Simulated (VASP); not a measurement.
Wanted: the native input for a VASP 6.6.1 run.

```
Task                   : single point
Functional             : PBE
Potentials or basis    : VASP PAW PBE potentials, release 64 (B, P)
Cutoff                 : 520 eV
k mesh                 : 12 × 12 × 12
Occupations            : gaussian, width 0.05 eV
Spin                   : no spin polarisation
Dipole correction      : no
Further INCAR settings : ALGO = Normal; EDIFF = 1e-06; NBANDS = 11
```

The structure of BP lies in POSCAR:

```
BP
1.0
    0.0000000000      2.1739295231      2.2630954852
    2.2630954852      0.0000000000      2.2630954852
    2.2630954852      2.1739295231      0.0000000000
B P
1 1
Direct
    0.0000000000      0.0000000000      0.0000000000
    0.7500000000      0.7500000000      0.7500000000
```

The input as run:

INCAR

```
SYSTEM = BP
PREC = Accurate
ENCUT = 520
EDIFF = 1E-6
ISMEAR = 0
SIGMA = 0.05
LREAL = .FALSE.
LASPH = .TRUE.
NELM = 60
ALGO = Normal
ISIF = 2
LWAVE = .FALSE.
LCHARG = .TRUE.
GGA = PE
LELF = .TRUE.
LVHAR = .TRUE.
NBANDS = 11
```

KPOINTS

```
regular mesh
0
G
  12 12 12
  0 0 0
```

Potentials or basis: VASP PAW PBE potentials, release 64 (B, P).

Run with:

```bash
$ cat potpaw_PBE.64/B/POTCAR potpaw_PBE.64/P/POTCAR > POTCAR
$ mpirun -np 1 vasp_std > vasp.out
```

It gave:

* Pressure: 9.5 GPa
* Band gap on the k mesh: 0.56 eV (least direct gap 3.08 eV)

Caveat: the cell stands under pressure.

Run time: 35 s on 1 thread of Intel Xeon 8259CL (shared host), peak memory 0.16 GiB.
